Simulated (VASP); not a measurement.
# Ta (Im-3m) in VASP: further runs, part 2 of 2

VASP 6.6.1. The steps go on from the part before.

**5. Single point, PBEsol**

This run uses another cell than the first one, of 18.01 Å³/atom, 1.052 times its volume.

The input, INCAR:

```
SYSTEM = Ta
  ALGO = Normal
  EDIFF = 1E-7
  ENCUT = 520
  GGA = PS
  ISIF = 2
  ISMEAR = 0
  LASPH = .True.
  LCHARG = .False.
  LREAL = .False.
  LWAVE = .False.
  NBANDS = 12
  NELM = 60
  PREC = Accurate
  SIGMA = 0.1
```

The input, KPOINTS:

```
k-points
0
Gamma
  18 18 18
  0 0 0
```

The input, POSCAR:

```
Ta
1.0
   -1.6512800000      1.6512800000      1.6512800000
    1.6512800000     -1.6512800000      1.6512800000
    1.6512800000      1.6512800000     -1.6512800000
Ta
1
Direct
    0.0000000000      0.0000000000      0.0000000000
```

Potentials or basis: VASP PAW PBE potentials, release 64 (Ta_pv).

The run is started by

```bash
$ cat potpaw_PBE.64/Ta_pv/POTCAR > POTCAR
$ mpirun -np 1 vasp_std > vasp.out
```

OUTCAR:

```text
SYSTEM = Ta
   EDIFF = 1E-7
   ENCUT = 520
   GGA = PS
   ISIF = 2
   ISMEAR = 0
   LASPH = .True.
   LREAL = .False.
   NELM = 60
   PREC = Accurate

 ion  position               nearest neighbor table
   1  0.000  0.000  0.000-

  LATTYP: Found a body centered cubic cell.
 ALAT       =     3.3025600000

  Lattice vectors:

 A1 = (  -1.6512800000,   1.6512800000,   1.6512800000)
 A2 = (   1.6512800000,  -1.6512800000,   1.6512800000)
 A3 = (   1.6512800000,   1.6512800000,  -1.6512800000)

Analysis of symmetry for initial positions (statically):
=====================================================================
 Subroutine PRICEL returns:
 Original cell was already a primitive cell.

 Routine SETGRP: Setting up the symmetry group for a
 body centered cubic supercell.

 Subroutine GETGRP returns: Found 48 space group operations
 (whereof 48 operations were pure point group operations)
 out of a pool of 48 trial point group operations.

The static configuration has the point symmetry O_h .

Analysis of symmetry for dynamics (positions and initial velocities):
=====================================================================
 Subroutine PRICEL returns:
 Original cell was already a primitive cell.

 Routine SETGRP: Setting up the symmetry group for a
 body centered cubic supercell.

 Subroutine GETGRP returns: Found 48 space group operations
 (whereof 48 operations were pure point group operations)
 out of a pool of 48 trial point group operations.

The dynamic configuration has the point symmetry O_h .

 Subroutine INISYM returns: Found 48 space group operations
 (whereof 48 operations are pure point group operations),
 and found     1 'primitive' translations

----------------------------------------------------------------------------------------

[... 110 lines left out ...]
     AMIX_MAG =   1.60;   BMIX_MAG =  1.00
  volume/ion in A,a.u.               =      18.01       121.54
  Fermi-wavevector in a.u.,A,eV,Ry     =   1.388988  2.624806 26.249534  1.929286
  Thomas-Fermi vector in A             =   2.513061
   LORBIT       =      0    0 simple, 1 ext, 2 COOP (PROOUT), +10 PAW based schemes
   GGA     = PS    functional components
   LHFCALC =     F    Hartree Fock is set to
   AEXX    =    0.0000 exact exchange contribution
   IVDW    =     0    specifies the selected vdW correction
   LEPSILON=     F    determine dielectric tensor
   LRPA    =     F    only Hartree local field effects (RPA)
 non-spin polarized calculation
 Gauss-broadening in eV      SIGMA  =   0.10
  energy-cutoff  :      520.00
  volume of cell :       18.01
 maximum number of plane-waves:       498
 NGX is ok and might be reduce to    24
   NGX = 11   NGY = 11   NGZ = 11

 number of electron      11.0000002 magnetization

 Free energy of the ion-electron system (eV)
  ---------------------------------------------------
  ext. energy  EPLUGINS =         0.00000000
  ---------------------------------------------------
  free energy    TOTEN  =       -12.55132537 eV

  energy without entropy =      -12.54524888  energy(sigma->0) =      -12.54828713

 E-fermi :   5.3298     XC(G=0): -12.7284

 val. band max:        5.3245305992   @ k =   0.3333   0.0000   0.0000
 cond. band min:       5.3331356293   @ k =   0.1111   0.0556   0.0556
 fundamental gap:      0.0086050301
 Fermi energy:         5.3298278336

 k-point     1 :       0.0000    0.0000    0.0000
  band No.  band energies     occupation
      1     -27.7023      2.00000
      2     -27.7023      2.00000
      3     -27.7023      2.00000
      4      -2.6082      2.00000
      5       6.0424      0.00000
      6       6.0424      0.00000
      7       6.0424      0.00000
      8       9.3123      0.00000
      9       9.3123      0.00000
     10      19.9858      0.00000
     11      20.3623      0.00000
     12      20.3623      0.00000
[... 331 lines left out ...]
 k-point    24 :       0.3889    0.1111    0.0000
  band No.  band energies     occupation
      1     -28.8102      2.00000
      2     -28.1161      2.00000
      3     -27.7616      2.00000
      4       1.3264      2.00000
      5       3.8898      2.00000
      6       5.9917      0.00000
      7       9.0633      0.00000
      8      10.3595      0.00000
      9      13.2292      0.00000
     10      16.7960      0.00000
     11      18.3410      0.00000
     12      20.0016      0.00000

 [... further k-points ...]
[... 5 lines left out ...]
  --------------------------------------------------------------------------------------
  -------------------------------------------------------------------------------------
  Total       -0.4329870     -0.4329870     -0.4329870      0.0000000     -0.0000000      0.0000000
  in kB      -38.5179610    -38.5179610    -38.5179610      0.0000000     -0.0000000      0.0000000
  external PRESSURE =     -38.5179610 kB  Pullay stress =       0.0000000 kB

 VOLUME and BASIS-vectors are now :
 -----------------------------------------------------------------------------
  energy-cutoff  :      520.00
  volume of cell :       18.01
      direct lattice vectors                 reciprocal lattice vectors
    -1.651280000  1.651280000  1.651280000     0.000000000  0.302795407  0.302795407
     1.651280000 -1.651280000  1.651280000     0.302795407  0.000000000  0.302795407
     1.651280000  1.651280000 -1.651280000     0.302795407  0.302795407  0.000000000

 POSITION                                       TOTAL-FORCE (eV/Angst)
 -----------------------------------------------------------------------------------
      0.00000      0.00000      0.00000        -0.000000     -0.000000      0.000000
 -----------------------------------------------------------------------------------
    total drift:                               -0.000000      0.000000      0.000000

  FREE ENERGIE OF THE ION-ELECTRON SYSTEM (eV)
  ---------------------------------------------------
  free  energy   TOTEN  =       -12.5513253731 eV

  energy  without entropy=      -12.5452488842  energy(sigma->0) =      -12.54828713
```

Run time: 40 s. Hardware: 1 thread of AMD EPYC 7R43 (Zen 3), shared host; peak memory 0.13 GiB.

What came out:

```
Free energy : -12.5513 eV
Pressure    : -3.9 GPa
```

Levels at points of the mesh, in eV from the Fermi level:
```
           k point  band 1  band 2  band 3  band 4  band 5  band 6  band 7  band 8  band 9  band 10
(0.00, 0.00, 0.00)  -33.03  -33.03  -33.03   -7.94    0.71    0.71    0.71    3.98    3.98    14.66
(0.50, 0.00, 0.00)  -34.21  -33.41  -33.04   -4.40   -1.56    1.60    3.86    4.89    7.80    11.70
(0.50, 0.50, 0.50)  -33.86  -33.86  -33.86   -3.82   -3.82    6.83    6.83    6.83    8.65     8.65
```

Caveat: the PAW data sets were made with another functional, which shifts forces and pressure a little; spin-orbit coupling is left out, which moves the levels of the heavy elements.

**6. Overview**

```tsv
cell	gap on the mesh (eV)	pressure (GPa)
a = 2.812 Å, angles 109.5°, 1 atom	none	6.9
a = 2.841 Å, angles 109.5°, 1 atom	none	0.2
a = 2.860 Å, angles 109.5°, 1 atom	none	-3.9
```

Alike in all rows: task single point; level PBEsol; potentials or basis VASP PAW PBE potentials, release 64 (Ta_pv); no spin polarisation; k mesh 18 × 18 × 18; cutoff (eV) 520; smearing gaussian 0.1 eV.

Caveats: the PAW data sets were made with another functional, which shifts forces and pressure a little; spin-orbit coupling is left out, which moves the levels of the heavy elements.

Total energies depend on the potentials used, so only differences within one code and one set of settings carry meaning.
